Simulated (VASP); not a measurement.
# MgO (CsCl type) (Pm-3m) in VASP: notebook

The runs below take MgO (CsCl type) through single point, with PBEsol.

All numbers are computed with VASP 6.6.1; they aren't measurements. Logs are shortened: lines on timing, memory, paths and dates and some standing lists are left out, and cuts for length are marked.

## Step 1: The cell of the first run

The structure is cubic, space group Pm-3m (No. 221). The conventional cell has a = 2.035 Å, b = 2.035 Å, c = 2.035 Å, α = 90.00°, β = 90.00°, γ = 90.00°. Within 2.3 Å of Mg (site symmetry m-3m) lie 8 O at 1.76 Å and 6 Mg at 2.04 Å. Within 2.3 Å of O (site symmetry m-3m) lie 8 Mg at 1.76 Å and 6 O at 2.04 Å.

## Step 2: Single point, PBEsol (volume scaled by 0.91)

INCAR reads:

```
PREC = Accurate
ENCUT = 600
EDIFF = 1E-6
ISMEAR = 0
SIGMA = 0.01
LREAL = F
LASPH = T
NELM = 120
ALGO = Normal
ISIF = 2
LWAVE = F
LCHARG = F
GGA = PS
NBANDS = 11
GGA_COMPAT = F
```

KPOINTS reads:

```
regular mesh
0
Gamma
  12 12 12
```

POSCAR reads:

```
MgO
1.0
    2.0350094275      0.0000000000      0.0000000000
    0.0000000000      2.0350094275      0.0000000000
    0.0000000000      0.0000000000      2.0350094275
Mg O
1 1
Direct
    0.0000000000      0.0000000000      0.0000000000
    0.5000000000      0.5000000000      0.5000000000
```

Potentials or basis: VASP PAW PBE potentials, release 64 (Mg, O).

Command:

```sh
> cat potpaw_PBE.64/Mg/POTCAR potpaw_PBE.64/O/POTCAR > POTCAR
> mpirun -np 1 vasp_std > vasp.out
```

OUTCAR:

```text
PREC = Accurate
   ENCUT = 600
   EDIFF = 1E-6
   ISMEAR = 0
   LREAL = F
   LASPH = T
   NELM = 120
   ISIF = 2
   GGA = PS

 ion  position               nearest neighbor table
   1  0.000  0.000  0.000-   2 1.76   2 1.76   2 1.76   2 1.76   2 1.76   2 1.76   2 1.76   2 1.76

   2  0.500  0.500  0.500-   1 1.76   1 1.76   1 1.76   1 1.76   1 1.76   1 1.76   1 1.76   1 1.76

  LATTYP: Found a simple cubic cell.
 ALAT       =     2.0350094275

  Lattice vectors:

 A1 = (   2.0350094275,   0.0000000000,   0.0000000000)
 A2 = (   0.0000000000,   2.0350094275,   0.0000000000)
 A3 = (   0.0000000000,   0.0000000000,   2.0350094275)

Analysis of symmetry for initial positions (statically):
=====================================================================
 Subroutine PRICEL returns:
 Original cell was already a primitive cell.

 Routine SETGRP: Setting up the symmetry group for a
 simple cubic supercell.

 Subroutine GETGRP returns: Found 48 space group operations
 (whereof 48 operations were pure point group operations)
 out of a pool of 48 trial point group operations.

The static configuration has the point symmetry O_h .

Analysis of symmetry for dynamics (positions and initial velocities):
=====================================================================
 Subroutine PRICEL returns:
 Original cell was already a primitive cell.

 Routine SETGRP: Setting up the symmetry group for a
 simple cubic supercell.

 Subroutine GETGRP returns: Found 48 space group operations
 (whereof 48 operations were pure point group operations)
 out of a pool of 48 trial point group operations.

The dynamic configuration has the point symmetry O_h .

 Subroutine INISYM returns: Found 48 space group operations
 (whereof 48 operations are pure point group operations),
 and found     1 'primitive' translations

----------------------------------------------------------------------------------------

                                     Primitive cell

  volume of cell :       8.4275

  direct lattice vectors                    reciprocal lattice vectors
     2.035009427  0.000000000  0.000000000     0.491398215  0.000000000  0.000000000
     0.000000000  2.035009427  0.000000000     0.000000000  0.491398215  0.000000000
     0.000000000  0.000000000  2.035009427     0.000000000  0.000000000  0.491398215
[... 89 lines left out ...]
   NFREE  =      0    steps in history (QN), initial steepest desc. (CG)
   ISIF   =      2    stress and relaxation
   ISYM   =      2    0-nonsym 1-usesym 2-fastsym
   POTIM  = 0.5000    time-step for ionic-motion
   TEBEG  =    0.0;   TEEND  =   0.0 temperature during run
   PSTRESS=    0.0 pullay stress
   NELECT =       8.0000    total number of electrons
   NUPDOWN=      -1.0000    fix difference up-down
   EMIN   =  10.00;   EMAX   =-10.00  energy-range for DOS
   EFERMI =   0.00;   METHOD = LEGACY
   ISMEAR =     0;   SIGMA  =   0.01  broadening in eV -4-tet -1-fermi 0-gaus
   EFERMI_NEDOS =   21; number of points for ismear=-14 and -15
   IALGO  =     38    algorithm
   IMIX   =      4    mixing-type and parameters
     AMIX     =   0.40;   BMIX     =  1.00
     AMIX_MAG =   1.60;   BMIX_MAG =  1.00
  volume/ion in A,a.u.               =       4.21        28.44
  Fermi-wavevector in a.u.,A,eV,Ry     =   1.608935  3.040446 35.221003  2.588671
  Thomas-Fermi vector in A             =   2.704725
   LORBIT       =      0    0 simple, 1 ext, 2 COOP (PROOUT), +10 PAW based schemes
   GGA     = PS    functional components
   LHFCALC =     F    Hartree Fock is set to
   AEXX    =    0.0000 exact exchange contribution
   IVDW    =     0    specifies the selected vdW correction
   LEPSILON=     F    determine dielectric tensor
   LRPA    =     F    only Hartree local field effects (RPA)
 non-spin polarized calculation
 Gauss-broadening in eV      SIGMA  =   0.01
  energy-cutoff  :      600.00
  volume of cell :        8.43
 maximum number of plane-waves:       300
   NGX =  9   NGY =  9   NGZ =  9

 number of electron       8.0000008 magnetization

 Free energy of the ion-electron system (eV)
  ---------------------------------------------------
  ext. energy  EPLUGINS =         0.00000000
  ---------------------------------------------------
  free energy    TOTEN  =        -2.11239610 eV

  energy without entropy =       -2.11239610  energy(sigma->0) =       -2.11239610

 E-fermi :  15.6569     XC(G=0): -15.8377

 val. band max:       15.4679652959   @ k =   0.5000   0.5000   0.0000
 cond. band min:      23.0693171555   @ k =   0.5000   0.5000   0.0000
 fundamental gap:      7.6013518596
 Fermi energy:        15.6569446112

 k-point     1 :       0.0000    0.0000    0.0000
  band No.  band energies     occupation
      1     -10.8105      2.00000
      2      13.3465      2.00000
      3      13.3465      2.00000
      4      13.3465      2.00000
      5      25.6739      0.00000
      6      25.6739      0.00000
      7      30.5893      0.00000
      8      52.5579      0.00000
      9      52.5579      0.00000
     10      52.5579      0.00000
     11      54.7918      0.00000
[... 309 lines left out ...]
 k-point    24 :       0.4167    0.3333    0.0000
  band No.  band energies     occupation
      1      -5.7005      2.00000
      2       5.2528      2.00000
      3       7.2732      2.00000
      4      14.8965      2.00000
      5      25.7909      0.00000
      6      34.9140      0.00000
      7      37.9333      0.00000
      8      40.3363      0.00000
      9      41.6842      0.00000
     10      42.8961      0.00000
     11      52.0114      0.00000

 [... further k-points ...]

------------------------ aborting loop because EDIFF is reached ----------------------------------------

  FORCE on cell =-STRESS in cart. coord.  units (eV):
  Direction    XX          YY          ZZ          XY          YZ          ZX
  --------------------------------------------------------------------------------------
  -------------------------------------------------------------------------------------
  Total       29.8600662     29.8600662     29.8600662      0.0000000     -0.0000000     -0.0000000
  in kB     5676.7801185   5676.7801185   5676.7801185      0.0000000     -0.0000000     -0.0000000
  external PRESSURE =    5676.7801185 kB  Pullay stress =       0.0000000 kB

 VOLUME and BASIS-vectors are now :
 -----------------------------------------------------------------------------
  energy-cutoff  :      600.00
  volume of cell :        8.43
      direct lattice vectors                 reciprocal lattice vectors
     2.035009427  0.000000000  0.000000000     0.491398215  0.000000000  0.000000000
     0.000000000  2.035009427  0.000000000     0.000000000  0.491398215  0.000000000
     0.000000000  0.000000000  2.035009427     0.000000000  0.000000000  0.491398215

 POSITION                                       TOTAL-FORCE (eV/Angst)
 -----------------------------------------------------------------------------------
      0.00000      0.00000      0.00000         0.000000      0.000000      0.000000
      1.01750      1.01750      1.01750         0.000000      0.000000      0.000000
 -----------------------------------------------------------------------------------
    total drift:                                0.000000      0.000000      0.000000

  FREE ENERGIE OF THE ION-ELECTRON SYSTEM (eV)
  ---------------------------------------------------
  free  energy   TOTEN  =        -2.1123960996 eV

  energy  without entropy=       -2.1123960996  energy(sigma->0) =       -2.11239610
```

OSZICAR:

```text
N       E                     dE             d eps       ncg     rms          rms(c)
DAV:   1     0.306174574494E+02    0.30617E+02   -0.58105E+03  2048   0.800E+02
DAV:   2    -0.483421691690E+01   -0.35452E+02   -0.35018E+02  2194   0.184E+02
DAV:   3    -0.523629954854E+01   -0.40208E+00   -0.40192E+00  2304   0.167E+01
DAV:   4    -0.523662990327E+01   -0.33035E-03   -0.33035E-03  2184   0.534E-01
DAV:   5    -0.523663021892E+01   -0.31566E-06   -0.31565E-06  2226   0.150E-02    0.984E+00
DAV:   6    -0.245831383433E+01    0.27783E+01   -0.61303E+00  1940   0.191E+01    0.281E+00
DAV:   7    -0.216627415874E+01    0.29204E+00   -0.60852E-01  2170   0.636E+00    0.143E+00
DAV:   8    -0.211275210898E+01    0.53522E-01   -0.16826E-02  2235   0.132E+00    0.128E-01
DAV:   9    -0.211245823975E+01    0.29387E-03   -0.63197E-04  2161   0.199E-01    0.560E-02
DAV:  10    -0.211239888239E+01    0.59357E-04   -0.10209E-04  2096   0.792E-02    0.139E-02
DAV:  11    -0.211239603609E+01    0.28463E-05   -0.45375E-06  2146   0.185E-02    0.117E-03
DAV:  12    -0.211239609960E+01   -0.63503E-07   -0.78072E-08  1177   0.253E-03
   1 F= -.21123961E+01 E0= -.21123961E+01  d E =-.777366-160
```

Run time: 4.2 s. Hardware: 1 thread of Intel Xeon 6975P-C (Granite Rapids), shared host; peak memory 0.12 GiB.

Results:

* Free energy: -2.1124 eV
* Pressure: 567.7 GPa
* Band gap on the k mesh: 7.60 eV, direct

Levels at points of the mesh, in eV from the valence-band top:
| k point | band 1 | band 2 | band 3 | band 4 | band 5 | band 6 | band 7 | band 8 |
| --- | --- | --- | --- | --- | --- | --- | --- | --- |
| (0.00, 0.00, 0.00) | -26.28 | -2.12 | -2.12 | -2.12 | 10.21 | 10.21 | 15.12 | 37.09 |
| (0.50, 0.00, 0.00) | -22.25 | -13.05 | -1.70 | -1.70 | 17.29 | 17.87 | 20.94 | 21.18 |
| (0.50, 0.50, 0.00) | -20.27 | -9.81 | -9.81 | 0.00 | 7.60 | 21.24 | 23.53 | 23.53 |
| (0.50, 0.50, 0.50) | -16.43 | -9.48 | -9.48 | -9.48 | 11.77 | 11.77 | 11.77 | 31.98 |

Caveat: the PAW data sets were made with another functional, which shifts forces and pressure a little. A k mesh can miss the band edges.

## Step 3: Single point, PBEsol (volume scaled by 0.87)

INCAR reads:

```
SYSTEM = MgO
PREC = Accurate ; ENCUT = 600
EDIFF = 1E-6 ; ISMEAR = 0
SIGMA = 0.01 ; LREAL = .FALSE.
LASPH = .TRUE. ; NELM = 120
ALGO = Normal ; ISIF = 2
LWAVE = .FALSE. ; LCHARG = .TRUE.
GGA = PS ; LELF = .TRUE.
LVHAR = .TRUE. ; NBANDS = 11
GGA_COMPAT = .FALSE.
```

KPOINTS reads:

```
regular mesh
0
G
  12 12 12
  0 0 0
```

POSCAR reads:

```
MgO
1.0
    2.0047445690      0.0000000000      0.0000000000
    0.0000000000      2.0047445690      0.0000000000
    0.0000000000      0.0000000000      2.0047445690
Mg O
1 1
Direct
    0.0000000000      0.0000000000      0.0000000000
    0.5000000000      0.5000000000      0.5000000000
```

Potentials or basis: VASP PAW PBE potentials, release 64 (Mg, O).

Command:

```sh
> cat potpaw_PBE.64/Mg/POTCAR potpaw_PBE.64/O/POTCAR > POTCAR
> mpirun -np 1 vasp_std > vasp.out
```

It took 4.1 s on 1 thread of Intel Xeon 6975P-C (Granite Rapids), shared host; peak memory 0.12 GiB.

The run converged, but its numbers aren't listed here, since they failed a check.

Caveat: the PAW data sets were made with another functional, which shifts forces and pressure a little.

(Continued in part 2 of 2.)
